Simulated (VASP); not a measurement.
# In (I4/mmm) in VASP: single point with PBE

Aim: the single point of In with PBE.

Everything below comes from runs of VASP 6.6.1. Logs are shortened: lines on timing, memory, paths and dates and some standing lists are left out, and cuts for length are marked.

**1. The cell of the first run**

It takes space group I4/mmm (No. 139, tetragonal). Conventional cell: a = 3.252 Å, b = 3.252 Å, c = 4.997 Å, α = 90.00°, β = 90.00°, γ = 90.00°. In (site symmetry 4/mmm) has 12 In at 3.25 to 3.40 Å within 4.3 Å.

**2. Single point, PBE (zz strain of +1 %)**

The input, INCAR:

```
SYSTEM = In
PREC = Accurate
ENCUT = 520
EDIFF = 1E-7
ISMEAR = -1
SIGMA = 0.05
LREAL = .FALSE.
LASPH = .TRUE.
NELM = 100
ALGO = Normal
ISIF = 2
LWAVE = .FALSE.
LCHARG = .FALSE.
GGA = PE
ISYM = 0
NBANDS = 12
```

The input, KPOINTS:

```
regular mesh
0
G
  12 12 14
  0 0 0
```

The input, POSCAR:

```
In
1.0
   -1.6261500000      1.6261500000      2.4986895000
    1.6261500000     -1.6261500000      2.4986895000
    1.6261500000      1.6261500000     -2.4986895000
In
1
Direct
    0.0000000000      0.0000000000      0.0000000000
```

Potentials or basis: VASP PAW PBE potentials, release 64 (In_d).

On the command line:

```
> cat potpaw_PBE.64/In_d/POTCAR > POTCAR
> mpirun -np 1 vasp_std > vasp.out
```

OUTCAR:

```text
SYSTEM = In
   PREC = Accurate
   ENCUT = 520
   EDIFF = 1E-7
   ISMEAR = -1
   LREAL = .FALSE.
   LASPH = .TRUE.
   NELM = 100
   ISIF = 2
   GGA = PE
   ISYM = 0

 ion  position               nearest neighbor table
   1  0.000  0.000  0.000-

IMPORTANT INFORMATION: All symmetrisations will be switched off!
NOSYMM: (Re-)initialisation of all symmetry stuff for point group C_1.

----------------------------------------------------------------------------------------

                                     Primitive cell

  volume of cell :      26.4298

  direct lattice vectors                    reciprocal lattice vectors
    -1.626150000  1.626150000  2.498689500     0.000000000  0.307474710  0.200104895
     1.626150000 -1.626150000  2.498689500     0.307474710  0.000000000  0.200104895
     1.626150000  1.626150000 -2.498689500     0.307474710  0.307474710  0.000000000

  length of vectors
     3.395905897  3.395905897  3.395905897     0.366855103  0.366855103  0.434834905

  position of ions in fractional coordinates (direct lattice)
     0.000000000  0.000000000  0.000000000

  ion indices of the primitive-cell ions
   primitive index   ion index
                 1           1

----------------------------------------------------------------------------------------

 KPOINTS: regular mesh

Automatic generation of k-mesh.
 Grid dimensions read from file:
 generate k-points for:   12   12   14

 Generating k-lattice:

  Cartesian coordinates                     Fractional coordinates (reciprocal lattice)
     0.000000000  0.025622893  0.016675408     0.083333333  0.000000000 -0.000000000
     0.025622893  0.000000000  0.016675408     0.000000000  0.083333333 -0.000000000
     0.021962479  0.021962479  0.000000000     0.000000000  0.000000000  0.071428571

  Length of vectors
     0.030571259  0.030571259  0.031059636

  Shift w.r.t. Gamma in fractional coordinates (k-lattice)
     0.000000000  0.000000000  0.000000000

 -----------------------------------------------------------------------------
|                                                                             |
|           W    W    AA    RRRRR   N    N  II  N    N   GGGG   !!!           |
|           W    W   A  A   R    R  NN   N  II  NN   N  G    G  !!!           |
|           W    W  A    A  R    R  N N  N  II  N N  N  G       !!!           |
|           W WW W  AAAAAA  RRRRR   N  N N  II  N  N N  G  GGG   !            |
|           WW  WW  A    A  R   R   N   NN  II  N   NN  G    G                |
|           W    W  A    A  R    R  N    N  II  N    N   GGGG   !!!           |
|                                                                             |
|     Your reciprocal lattice and k-lattice belong to different lattice       |
|     classes:                                                                |
|                                                                             |
|        The reciprocal lattice is body-centered tetragonal,                  |
|        whereas your k-lattice is base-centered monoclinic.                  |
|                                                                             |
|     Results are often still useful ...                                      |
|                                                                             |
 -----------------------------------------------------------------------------

 WARNING: IBZKPT: internal override: KBLOWUP is changed to .FALSE.
      ... skipping the blow-up phase ...

 Subroutine IBZKPT returns following result:
 ===========================================

 Found   1012 irreducible k-points:

 Following reciprocal coordinates:
            Coordinates               Weight
  0.000000  0.000000  0.000000      1.000000
  0.083333  0.000000 -0.000000      2.000000
  0.166667  0.000000  0.000000      2.000000
  0.250000  0.000000  0.000000      2.000000
  0.333333 -0.000000  0.000000      2.000000
  0.416667  0.000000 -0.000000      2.000000
[... 16 lines left out ...]
  0.250000  0.166667  0.000000      2.000000
  0.333333  0.166667  0.000000      2.000000
 [... further k-points ...]
   k-points           NKPTS =   1012   k-points in BZ     NKDIM =   1012   number of bands    NBANDS=     12
   number of dos      NEDOS =    301   number of ions     NIONS =      1
   total plane-waves  NPLWV =  21952
   dimension x,y,z NGX =    28 NGY =   28 NGZ =   28
   dimension x,y,z NGXF=    56 NGYF=   56 NGZF=   56
   ions per type =               1
   NGX,Y,Z   is equivalent  to a cutoff of  13.71, 13.71, 13.71 a.u.
   NGXF,Y,Z  is equivalent  to a cutoff of  27.41, 27.41, 27.41 a.u.
 SYSTEM =  In
   PREC   = accura    normal or accurate (medium, high low for compatibility)
   ISTART =      0    job   : 0-new  1-cont  2-samecut
   ICHARG =      2    charge: 1-file 2-atom 10-const
   ISPIN  =      1    spin polarized calculation?
   LNONCOLLINEAR =      F non collinear calculations
   LSORBIT =      F    spin-orbit coupling
   LASPH  =      T    aspherical Exc in radial PAW
   ENCUT  =  520.0 eV  38.22 Ry    6.18 a.u.   6.31  6.31  6.31*2*pi/ulx,y,z
   NELM   =    100;   NELMIN=  2; NELMDL= -5     # of ELM steps
   EDIFF  = 0.1E-06   stopping-criterion for ELM
   LREAL  =      F    real-space projection
   EDIFFG = 0.1E-05   stopping-criterion for IOM
   NSW    =      0    number of steps for IOM
   IBRION =     -1    ionic relax: 0-MD 1-quasi-New 2-CG
   NFREE  =      0    steps in history (QN), initial steepest desc. (CG)
   ISIF   =      2    stress and relaxation
   ISYM   =      0    0-nonsym 1-usesym 2-fastsym
   POTIM  = 0.5000    time-step for ionic-motion
   TEBEG  =    0.0;   TEEND  =   0.0 temperature during run
   PSTRESS=    0.0 pullay stress
   NELECT =      13.0000    total number of electrons
   NUPDOWN=      -1.0000    fix difference up-down
   EMIN   =  10.00;   EMAX   =-10.00  energy-range for DOS
   EFERMI =   0.00;   METHOD = LEGACY
   ISMEAR =    -1;   SIGMA  =   0.05  broadening in eV -4-tet -1-fermi 0-gaus
   EFERMI_NEDOS =   21; number of points for ismear=-14 and -15
   IALGO  =     38    algorithm
   IMIX   =      4    mixing-type and parameters
     AMIX     =   0.40;   BMIX     =  1.00
     AMIX_MAG =   1.60;   BMIX_MAG =  1.00
  volume/ion in A,a.u.               =      26.43       178.36
  Fermi-wavevector in a.u.,A,eV,Ry     =   1.292284  2.442064 22.721717  1.669999
  Thomas-Fermi vector in A             =   2.424002
   LORBIT       =      0    0 simple, 1 ext, 2 COOP (PROOUT), +10 PAW based schemes
   GGA     = PE    functional components
   LHFCALC =     F    Hartree Fock is set to
   AEXX    =    0.0000 exact exchange contribution
   IVDW    =     0    specifies the selected vdW correction
   LEPSILON=     F    determine dielectric tensor
   LRPA    =     F    only Hartree local field effects (RPA)
 non-spin polarized calculation
  energy-cutoff  :      520.00
  volume of cell :       26.43
 maximum number of plane-waves:       726
 NGX is ok and might be reduce to    28
   NGX = 13   NGY = 13   NGZ = 13

 number of electron      13.0000005 magnetization

 Free energy of the ion-electron system (eV)
  ---------------------------------------------------
  ext. energy  EPLUGINS =         0.00000000
  ---------------------------------------------------
  free energy    TOTEN  =        -2.55548578 eV

  energy without entropy =       -2.55138399  energy(sigma->0) =       -2.55343489

 E-fermi :   7.3956     XC(G=0): -10.2043

 val. band max:        7.3887606291   @ k =   0.0000   0.1667   0.3571
 cond. band min:       7.3969027306   @ k =   0.2500  -0.0833   0.2143
 fundamental gap:      0.0081421015
 Fermi energy:         7.3956289727

 k-point     1 :       0.0000    0.0000    0.0000
  band No.  band energies     occupation
      1      -7.2964      2.00000
      2      -7.1791      2.00000
      3      -7.1784      2.00000
      4      -7.1128      2.00000
      5      -6.9981      2.00000
      6      -2.0666      2.00000
      7      17.8570      0.00000
      8      17.8577      0.00000
      9      18.0399      0.00000
     10      18.9804      0.00000
     11      21.2729      0.00000
     12      21.4298      0.00000

 k-point     2 :       0.0833    0.0000   -0.0000
  band No.  band energies     occupation
      1      -7.2853      2.00000
      2      -7.1802      2.00000
      3      -7.1684      2.00000
      4      -7.1098      2.00000
      5      -7.0026      2.00000
      6      -1.9154      2.00000
      7      16.1468      0.00000
      8      17.5923      0.00000
      9      17.6838      0.00000
     10      18.7811      0.00000
     11      21.5397      0.00000
     12      21.8226      0.00000

 k-point     3 :       0.1667    0.0000    0.0000
  band No.  band energies     occupation
      1      -7.2645      2.00000
      2      -7.1902      2.00000
      3      -7.1453      2.00000
      4      -7.0872      2.00000
      5      -7.0094      2.00000
      6      -1.4573      2.00000
      7      13.3124      0.00000
      8      16.7965      0.00000
      9      17.3277      0.00000
     10      18.7195      0.00000
     11      20.5341      0.00000
     12      22.8154      0.00000
[... 286 lines left out ...]
 k-point    23 :       0.2500    0.1667    0.0000
  band No.  band energies     occupation
      1      -7.2186      2.00000
      2      -7.1943      2.00000
      3      -7.1214      2.00000
      4      -7.0506      2.00000
      5      -6.9747      2.00000
      6       0.4875      2.00000
      7       9.5049      0.00000
      8      11.9510      0.00000
      9      15.4847      0.00000
     10      18.5019      0.00000
     11      20.4451      0.00000
     12      21.8116      0.00000

 k-point    24 :       0.3333    0.1667    0.0000
  band No.  band energies     occupation
      1      -7.2304      2.00000
      2      -7.1965      2.00000
      3      -7.1374      2.00000
      4      -6.9859      2.00000
      5      -6.9623      2.00000
      6       1.7500      2.00000
      7       7.1342      1.98933
      8      12.0338      0.00000
      9      14.5840      0.00000
     10      17.5184      0.00000
     11      20.4329      0.00000
     12      22.4657      0.00000

 [... further k-points ...]
[... 5 lines left out ...]
  --------------------------------------------------------------------------------------
  -------------------------------------------------------------------------------------
  Total        0.2498257      0.2498219      0.2686618     -0.0375868      0.0187533      0.0187534
  in kB       15.1444741     15.1442416     16.2863219     -2.2785185      1.1368277      1.1368331
  external PRESSURE =      15.5250125 kB  Pullay stress =       0.0000000 kB

 VOLUME and BASIS-vectors are now :
 -----------------------------------------------------------------------------
  energy-cutoff  :      520.00
  volume of cell :       26.43
      direct lattice vectors                 reciprocal lattice vectors
    -1.626150000  1.626150000  2.498689500     0.000000000  0.307474710  0.200104895
     1.626150000 -1.626150000  2.498689500     0.307474710  0.000000000  0.200104895
     1.626150000  1.626150000 -2.498689500     0.307474710  0.307474710  0.000000000

 POSITION                                       TOTAL-FORCE (eV/Angst)
 -----------------------------------------------------------------------------------
      0.00000      0.00000      0.00000         0.000000      0.000001      0.000001
 -----------------------------------------------------------------------------------
    total drift:                                0.000000      0.000001      0.000001

  FREE ENERGIE OF THE ION-ELECTRON SYSTEM (eV)
  ---------------------------------------------------
  free  energy   TOTEN  =        -2.5554857814 eV

  energy  without entropy=       -2.5513839927  energy(sigma->0) =       -2.55343489
```

It took 4 min on 1 thread of Oxide Virtual Turin-like, shared host; peak memory 0.37 GiB.

What came out:

```yaml
Free_energy: -2.5555 eV
Pressure: 1.6 GPa
```

Stress tensor (GPa, compression positive):
```
 1.51 -0.23  0.11
-0.23  1.51  0.11
 0.11  0.11  1.63
```

Caveat: the cell differs from its parent crystal (zz strain of +1 %); spin-orbit coupling is left out, which moves the levels of the heavy elements.
